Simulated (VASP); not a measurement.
Input of a VASP 6.6.1 run:

The input INCAR:

```
PREC = Accurate ; ENCUT = 520
EDIFF = 1E-6 ; ISMEAR = -1
SIGMA = 0.05 ; LREAL = False
LASPH = True ; NELM = 100
ALGO = Normal ; ISIF = 2
LWAVE = False ; LCHARG = False
GGA = PE ; NBANDS = 15
```

Contents of KPOINTS:

```
Automatic mesh
0
Gamma
  9 9 5
```

POSCAR

```
Os
1.0
    2.7341000000      0.0000000000      0.0000000000
   -1.3670500000      2.3678000565      0.0000000000
    0.0000000000      0.0000000000      4.4924880000
Os
2
Direct
    0.6666666667      0.3333333333      0.7500000000
    0.3333333333      0.6666666667      0.2500000000
```

Potentials or basis: VASP PAW PBE potentials, release 64 (Os).

Launch:

```bash
$ cat potpaw_PBE.64/Os/POTCAR > POTCAR
$ mpirun -np 1 vasp_std > vasp.out
```

Q: What does it give for the pressure?

A: -7.4 GPa.

Q: What does it give for the band gap on the k mesh?

A: Zero (band 8 reaches 10.88 eV, above the bottom of band 9 at 7.45 eV).

Stress tensor (GPa, compression positive):
```
  0.58   0.00   0.00
  0.00   0.58   0.00
  0.00   0.00 -23.29
```

Caveat: spin-orbit coupling is left out, which moves the levels of the heavy elements.
